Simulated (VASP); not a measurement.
Sr3BiB:

```
Sr B Bi
1.0
     5.74287    0.00000    0.00000
     0.00000    5.74287    0.00000
     0.00000    0.00000    5.74287
Sr B Bi
3 1 1
Cartesian
  2.8714 0.0000 0.0000
  0.0000 2.8714 0.0000
  0.0000 0.0000 2.8714
  0.0000 0.0000 0.0000
  2.8714 2.8714 2.8714
```

| Item | Value |
| --- | --- |
| Program | VASP 6.6.1 |
| Task | relaxation of cell and atoms |
| Functional | PBE |
| Potentials or basis | VASP PAW PBE potentials, release 64 (Sr_sv, B, Bi_d) |
| Cutoff | 600 eV |
| k mesh | 8 × 8 × 8 |
| Occupations | gaussian, width 0.1 eV |
| Spin | no spin polarisation |

At the start: pressure -2.7 GPa; volume 37.88 Å³/atom.

Where does the relaxation end?

Over 3 steps the energy falls by 37.6 meV/atom and the volume is 33.77 Å³/atom (-10.8 %); space group Pm-3m (No. 221, to 0.05 Å).

Step by step:
```
step  energy change (eV)  largest force (eV/Å)  pressure (GPa)  volume (Å³)
   1              0.0000                0.0000           -2.65       189.40
   2             -0.1798                0.0000           -0.65       172.72
   3             -0.1881                0.0000           -0.03       168.87
```

Final structure:
```
CELL_PARAMETERS angstrom
5.52732 0.00000 0.00000
0.00000 5.52732 0.00000
0.00000 0.00000 5.52732
ATOMIC_POSITIONS crystal
Sr 0.50000 0.00000 0.00000
Sr 0.00000 0.50000 0.00000
Sr 0.00000 0.00000 0.50000
B 0.00000 0.00000 0.00000
Bi 0.50000 0.50000 0.50000
```
